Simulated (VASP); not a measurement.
# AlIn2B2As (Cm) in VASP: a series of runs

The runs below take AlIn2B2As through single point, relaxation of cell and atoms, with PBE.

Everything below comes from runs of VASP 6.6.1. Logs are shortened: lines on timing, memory, paths and dates and some standing lists are left out, and cuts for length are marked.

## 1. The cell of the first run

It takes space group Cm (No. 8, monoclinic). The conventional cell has a = 8.331 Å, b = 7.485 Å, c = 4.217 Å, α = 90.00°, β = 117.12°, γ = 90.00°. Al (site symmetry m) has 3 B at 2.08 to 2.15 Å and 2 In at 2.89 Å within 2.9 Å. In (site symmetry 1) has 6 B at 2.33 to 3.73 Å and 3 As at 2.85 to 3.27 Å and 3 Al at 2.89 to 3.27 Å and 2 In at 3.60 to 3.89 Å within 3.9 Å. Within 2.3 Å of B (site symmetry m) lie 1 B at 1.72 Å and 1 As at 2.07 Å and 1 Al at 2.12 Å. Within 2.4 Å of B (site symmetry m) lie 1 B at 1.72 Å and 2 Al at 2.08 to 2.15 Å and 2 In at 2.33 Å. Within 2.7 Å of As (site symmetry m) lie 1 B at 2.07 Å.

The cell was built from a structure type or drawn by symmetry, and may not be a known phase.

## 2. Single point, PBE

The input, INCAR:

```
SYSTEM = AlIn2B2As
PREC = Accurate ; ENCUT = 520
EDIFF = 1E-7 ; ISMEAR = 0
SIGMA = 0.2 ; LREAL = .FALSE.
LASPH = .TRUE. ; NELM = 100
ALGO = Normal ; ISIF = 2
LWAVE = .FALSE. ; LCHARG = .FALSE.
GGA = PE ; NBANDS = 29
```

The input, KPOINTS:

```
regular mesh
0
G
  3 3 4
  0 0 0
```

The input, POSCAR:

```
AlIn2B2As
1.0
    4.3714854219     -3.7425368087      0.0853554098
    4.3714854219      3.7425368087      0.0853554098
   -2.3047481844      0.0000000000      3.5313934564
Al In B As
1 2 2 1
Direct
    0.9589127603      0.9589127603      0.1978338328
    0.8941858916      0.4132836686     -0.1089485582
    0.4132836686      0.8941858916     -0.1089485582
    0.7633484328      0.7633484328      0.3498106472
   -0.0187364924     -0.0187364924      0.7313350895
    0.5089267292      0.5089267292      0.2742996470
```

Potentials or basis: VASP PAW PBE potentials, release 64 (Al, In_d, B, As).

The run is started by

```bash
> cat potpaw_PBE.64/Al/POTCAR potpaw_PBE.64/In_d/POTCAR potpaw_PBE.64/B/POTCAR potpaw_PBE.64/As/POTCAR > POTCAR
> mpirun -np 1 vasp_std > vasp.out
```

OUTCAR:

```text
SYSTEM = AlIn2B2As
   PREC = Accurate
   ENCUT = 520
   EDIFF = 1E-7
   ISMEAR = 0
   LREAL = .FALSE.
   LASPH = .TRUE.
   NELM = 100
   ISIF = 2
   GGA = PE

 ion  position               nearest neighbor table
   1  0.959  0.959  0.198-   5 2.08   4 2.12   5 2.15   2 2.89   3 2.89   3 3.15   2 3.15   2 3.27
                             3 3.27
   2  0.894  0.413  0.891-   5 2.33   4 2.44   6 2.85   1 2.89   6 3.10   1 3.15   1 3.27   6 3.27
                             3 3.60   3 3.89
   3  0.413  0.894  0.891-   5 2.33   4 2.44   6 2.85   1 2.89   6 3.10   1 3.15   1 3.27   6 3.27
                             2 3.60   2 3.89
   4  0.763  0.763  0.350-   5 1.72   6 2.07   1 2.12   2 2.44   3 2.44
   5  0.981  0.981  0.731-   4 1.72   1 2.08   1 2.15   2 2.33   3 2.33
   6  0.509  0.509  0.274-   4 2.07   3 2.85   2 2.85   3 3.10   2 3.10   3 3.27   2 3.27

  Warning from LATTYP: Got some problem with cell dimensions!
  Tried to take original basis but could not verify dimensions!
  LATTYP: Found a base centered monoclinic cell.
 ALAT       =     8.3312124376
 B/A-ratio  =     0.8984374932
 C/A-ratio  =     0.5061619204
 COS(beta)  =    -0.4559261545

  Lattice vectors:

 A1 = (  -2.0667372375,   3.7425368087,  -3.6167488662)
 A2 = (  -2.0667372375,  -3.7425368087,  -3.6167488662)
 A3 = (  -2.3047481844,   0.0000000000,   3.5313934564)

Analysis of symmetry for initial positions (statically):
=====================================================================
 Subroutine PRICEL returns:
 Original cell was already a primitive cell.

 Routine SETGRP: Setting up the symmetry group for a
 base centered monoclinic supercell.

 Subroutine GETGRP returns: Found  2 space group operations
 (whereof  2 operations were pure point group operations)
 out of a pool of  4 trial point group operations.

The static configuration has the point symmetry C_1h.

Analysis of symmetry for dynamics (positions and initial velocities):
=====================================================================
 Subroutine PRICEL returns:
 Original cell was already a primitive cell.

 Routine SETGRP: Setting up the symmetry group for a
 base centered monoclinic supercell.

 Subroutine GETGRP returns: Found  2 space group operations
 (whereof  2 operations were pure point group operations)
 out of a pool of  4 trial point group operations.

The dynamic configuration has the point symmetry C_1h.

 Subroutine INISYM returns: Found  2 space group operations
 (whereof  2 operations are pure point group operations),
 and found     1 'primitive' translations

----------------------------------------------------------------------------------------

                                     Primitive cell

  volume of cell :     117.0228

  direct lattice vectors                    reciprocal lattice vectors
     4.371485422 -3.742536809  0.085355410     0.112938398 -0.133599220  0.073708742
     4.371485422  3.742536809  0.085355410     0.112938398  0.133599220  0.073708742
    -2.304748184  0.000000000  3.531393456    -0.005459546  0.000000000  0.279611188

  length of vectors
     5.755323805  5.755323805  4.216942487     0.189833643  0.189833643  0.279664483

  position of ions in fractional coordinates (direct lattice)
     0.958912760  0.958912760  0.197833833
     0.894185892  0.413283669  0.891051442
     0.413283669  0.894185892  0.891051442
     0.763348433  0.763348433  0.349810647
     0.981263508  0.981263508  0.731335089
     0.508926729  0.508926729  0.274299647

  ion indices of the primitive-cell ions
   primitive index   ion index
                 1           1
                 2           2
                 3           3
                 4           4
                 5           5
                 6           6

----------------------------------------------------------------------------------------

 KPOINTS: regular mesh

Automatic generation of k-mesh.
 Grid dimensions read from file:
 generate k-points for:    3    3    4

 Generating k-lattice:

  Cartesian coordinates                     Fractional coordinates (reciprocal lattice)
     0.037646133 -0.044533073  0.024569581     0.333333333 -0.000000000  0.000000000
     0.037646133  0.044533073  0.024569581    -0.000000000  0.333333333  0.000000000
    -0.001364887  0.000000000  0.069902797     0.000000000  0.000000000  0.250000000

  Length of vectors
     0.063277881  0.063277881  0.069916121

  Shift w.r.t. Gamma in fractional coordinates (k-lattice)
     0.000000000  0.000000000  0.000000000

 Subroutine IBZKPT returns following result:
 ===========================================

 Found     14 irreducible k-points:

 Following reciprocal coordinates:
            Coordinates               Weight
  0.000000  0.000000  0.000000      1.000000
  0.333333  0.000000 -0.000000      4.000000
  0.333333  0.333333 -0.000000      2.000000
 -0.333333  0.333333  0.000000      2.000000
  0.000000  0.000000  0.250000      2.000000
  0.333333  0.000000  0.250000      4.000000
 -0.333333  0.000000  0.250000      4.000000
  0.333333  0.333333  0.250000      2.000000
 -0.333333  0.333333  0.250000      4.000000
 -0.333333 -0.333333  0.250000      2.000000
  0.000000  0.000000  0.500000      1.000000
  0.333333  0.000000  0.500000      4.000000
  0.333333  0.333333  0.500000      2.000000
 -0.333333  0.333333  0.500000      2.000000
   k-points           NKPTS =     14   k-points in BZ     NKDIM =     14   number of bands    NBANDS=     29
   number of dos      NEDOS =    301   number of ions     NIONS =      6
   total plane-waves  NPLWV =  73728
   dimension x,y,z NGX =    48 NGY =   48 NGZ =   32
   dimension x,y,z NGXF=    96 NGYF=   96 NGZF=   64
   ions per type =               1   2   2   1
   NGX,Y,Z   is equivalent  to a cutoff of  13.87, 13.87, 12.62 a.u.
   NGXF,Y,Z  is equivalent  to a cutoff of  27.73, 27.73, 25.23 a.u.
 SYSTEM =  AlIn2B2As
   PREC   = accura    normal or accurate (medium, high low for compatibility)
   ISTART =      0    job   : 0-new  1-cont  2-samecut
   ICHARG =      2    charge: 1-file 2-atom 10-const
   ISPIN  =      1    spin polarized calculation?
   LNONCOLLINEAR =      F non collinear calculations
   LSORBIT =      F    spin-orbit coupling
   LASPH  =      T    aspherical Exc in radial PAW
   ENCUT  =  520.0 eV  38.22 Ry    6.18 a.u.  10.70 10.70  7.84*2*pi/ulx,y,z
   NELM   =    100;   NELMIN=  2; NELMDL= -5     # of ELM steps
   EDIFF  = 0.1E-06   stopping-criterion for ELM
   LREAL  =      F    real-space projection
   EDIFFG = 0.1E-05   stopping-criterion for IOM
   NSW    =      0    number of steps for IOM
   IBRION =     -1    ionic relax: 0-MD 1-quasi-New 2-CG
   NFREE  =      0    steps in history (QN), initial steepest desc. (CG)
   ISIF   =      2    stress and relaxation
   ISYM   =      2    0-nonsym 1-usesym 2-fastsym
   POTIM  = 0.5000    time-step for ionic-motion
   TEBEG  =    0.0;   TEEND  =   0.0 temperature during run
   PSTRESS=    0.0 pullay stress
   NELECT =      40.0000    total number of electrons
   NUPDOWN=      -1.0000    fix difference up-down
   EMIN   =  10.00;   EMAX   =-10.00  energy-range for DOS
   EFERMI =   0.00;   METHOD = LEGACY
   ISMEAR =     0;   SIGMA  =   0.20  broadening in eV -4-tet -1-fermi 0-gaus
   EFERMI_NEDOS =   21; number of points for ismear=-14 and -15
   IALGO  =     38    algorithm
   IMIX   =      4    mixing-type and parameters
     AMIX     =   0.40;   BMIX     =  1.00
     AMIX_MAG =   1.60;   BMIX_MAG =  1.00
  volume/ion in A,a.u.               =      19.50       131.62
  Fermi-wavevector in a.u.,A,eV,Ry     =   1.144646  2.163068 17.826559  1.310215
  Thomas-Fermi vector in A             =   2.281338
   LORBIT       =      0    0 simple, 1 ext, 2 COOP (PROOUT), +10 PAW based schemes
   GGA     = PE    functional components
   LHFCALC =     F    Hartree Fock is set to
   AEXX    =    0.0000 exact exchange contribution
   IVDW    =     0    specifies the selected vdW correction
   LEPSILON=     F    determine dielectric tensor
   LRPA    =     F    only Hartree local field effects (RPA)
 non-spin polarized calculation
 Gauss-broadening in eV      SIGMA  =   0.20
  energy-cutoff  :      520.00
  volume of cell :      117.02
 maximum number of plane-waves:      3182
 NGX is ok and might be reduce to    48
   NGX = 21   NGY = 21   NGZ = 15

 number of electron      40.0000004 magnetization

 Free energy of the ion-electron system (eV)
  ---------------------------------------------------
  ext. energy  EPLUGINS =         0.00000000
  ---------------------------------------------------
  free energy    TOTEN  =       -24.72921227 eV

  energy without entropy =      -24.70519064  energy(sigma->0) =      -24.71720145

 E-fermi :   5.8925     XC(G=0):  -9.7400

 val. band max:        5.8359886919   @ k =   0.3333   0.3333   0.2500
 cond. band min:       6.0094931266   @ k =  -0.3333   0.0000   0.2500
 fundamental gap:      0.1735044347
 Fermi energy:         5.8925464427

 k-point     1 :       0.0000    0.0000    0.0000
  band No.  band energies     occupation
      1      -9.0308      2.00000
      2      -8.9061      2.00000
      3      -8.8938      2.00000
      4      -8.8697      2.00000
      5      -8.8690      2.00000
      6      -8.8289      2.00000
[... 21 lines left out ...]
     28      12.3884      0.00000
     29      12.8006      0.00000

 k-point     2 :       0.3333    0.0000   -0.0000
  band No.  band energies     occupation
      1      -8.9663      2.00000
      2      -8.8880      2.00000
      3      -8.8834      2.00000
      4      -8.8678      2.00000
      5      -8.8624      2.00000
      6      -8.8542      2.00000
[... 21 lines left out ...]
     28      10.9979      0.00000
     29      11.4772      0.00000

 k-point     3 :       0.3333    0.3333   -0.0000
  band No.  band energies     occupation
      1      -8.9714      2.00000
      2      -8.9009      2.00000
      3      -8.8832      2.00000
      4      -8.8703      2.00000
      5      -8.8585      2.00000
      6      -8.8465      2.00000
[... 21 lines left out ...]
     28      10.6913      0.00000
     29      11.5019      0.00000

 k-point     4 :      -0.3333    0.3333    0.0000
  band No.  band energies     occupation
      1      -8.9124      2.00000
      2      -8.8990      2.00000
      3      -8.8926      2.00000
      4      -8.8738      2.00000
      5      -8.8588      2.00000
      6      -8.8550      2.00000
[... 21 lines left out ...]
     28      11.0498      0.00000
     29      11.5578      0.00000

 k-point     5 :       0.0000    0.0000    0.2500
  band No.  band energies     occupation
      1      -8.9928      2.00000
      2      -8.9522      2.00000
      3      -8.8920      2.00000
      4      -8.8572      2.00000
      5      -8.8503      2.00000
      6      -8.8373      2.00000
[... 21 lines left out ...]
     28      11.6397      0.00000
     29      12.7623      0.00000
[... 190 lines left out ...]
     28      11.3416      0.00000
     29      12.4254      0.00000

 k-point    12 :       0.3333    0.0000    0.5000
  band No.  band energies     occupation
      1      -8.9850      2.00000
      2      -8.9286      2.00000
      3      -8.8758      2.00000
      4      -8.8685      2.00000
      5      -8.8574      2.00000
      6      -8.8319      2.00000
[... 21 lines left out ...]
     28      11.7526      0.00000
     29      12.4008      0.00000

 k-point    13 :       0.3333    0.3333    0.5000
  band No.  band energies     occupation
      1      -9.0262      2.00000
      2      -8.9613      2.00000
      3      -8.8731      2.00000
      4      -8.8644      2.00000
      5      -8.8349      2.00000
      6      -8.8288      2.00000
[... 21 lines left out ...]
     28      10.8877      0.00000
     29      11.8620      0.00000

 k-point    14 :      -0.3333    0.3333    0.5000
  band No.  band energies     occupation
      1      -9.0105      2.00000
      2      -8.9326      2.00000
      3      -8.8773      2.00000
      4      -8.8611      2.00000
      5      -8.8531      2.00000
      6      -8.8323      2.00000
[... 21 lines left out ...]
     28      11.8691      0.00000
     29      12.0172      0.00000

------------------------ aborting loop because EDIFF is reached ----------------------------------------

  FORCE on cell =-STRESS in cart. coord.  units (eV):
  Direction    XX          YY          ZZ          XY          YZ          ZX
  --------------------------------------------------------------------------------------
  -------------------------------------------------------------------------------------
  Total        0.3141282      0.0025736      0.1175686      0.0000000      0.0000000      0.0789012
  in kB        4.3007771      0.0352357      1.6096501      0.0000000      0.0000000      1.0802487
  external PRESSURE =       1.9818876 kB  Pullay stress =       0.0000000 kB

 VOLUME and BASIS-vectors are now :
 -----------------------------------------------------------------------------
  energy-cutoff  :      520.00
  volume of cell :      117.02
      direct lattice vectors                 reciprocal lattice vectors
     4.371485422 -3.742536809  0.085355410     0.112938398 -0.133599220  0.073708742
     4.371485422  3.742536809  0.085355410     0.112938398  0.133599220  0.073708742
    -2.304748184  0.000000000  3.531393456    -0.005459546  0.000000000  0.279611188

 POSITION                                       TOTAL-FORCE (eV/Angst)
 -----------------------------------------------------------------------------------
      7.92779      0.00000      0.86233        -0.006240      0.000000      0.014439
      3.66193     -1.79979      3.25825        -0.011027     -0.005223      0.008018
      3.66193      1.79979      3.25825        -0.011027      0.005223      0.008018
      5.86771      0.00000      1.36563         0.054665      0.000000      0.021609
      6.89362      0.00000      2.75014         0.045017      0.000000      0.030312
      3.81734      0.00000      1.05554        -0.071387      0.000000     -0.082396
 -----------------------------------------------------------------------------------
    total drift:                               -0.001039     -0.000000     -0.000295

  FREE ENERGIE OF THE ION-ELECTRON SYSTEM (eV)
  ---------------------------------------------------
  free  energy   TOTEN  =       -24.7292122680 eV

  energy  without entropy=      -24.7051906399  energy(sigma->0) =      -24.71720145
```

It took 1.9 min on 1 thread of Intel Xeon 8259CL, shared host; peak memory 0.29 GiB.

What came out:

```yaml
Free_energy: -24.7292 eV
Pressure: 0.2 GPa
Largest_force: 0.109 eV/Å
Band_gap_on_the_k_mesh: zero (bands 20 and 21 overlap by 0.27 eV)
```

Forces on the atoms (eV/Å):
```
Al  -0.006  0.000  0.014
In  -0.011 -0.005  0.008
In  -0.011  0.005  0.008
B    0.055  0.000  0.022
B    0.045  0.000  0.030
As  -0.071  0.000 -0.082
```

Caveat: the k points lie up to 0.44 Å⁻¹ apart; semilocal functionals underestimate gaps, so a narrow gap can read as zero; spin-orbit coupling is left out, which moves the levels of the heavy elements.

(Continued in part 2 of 3.)
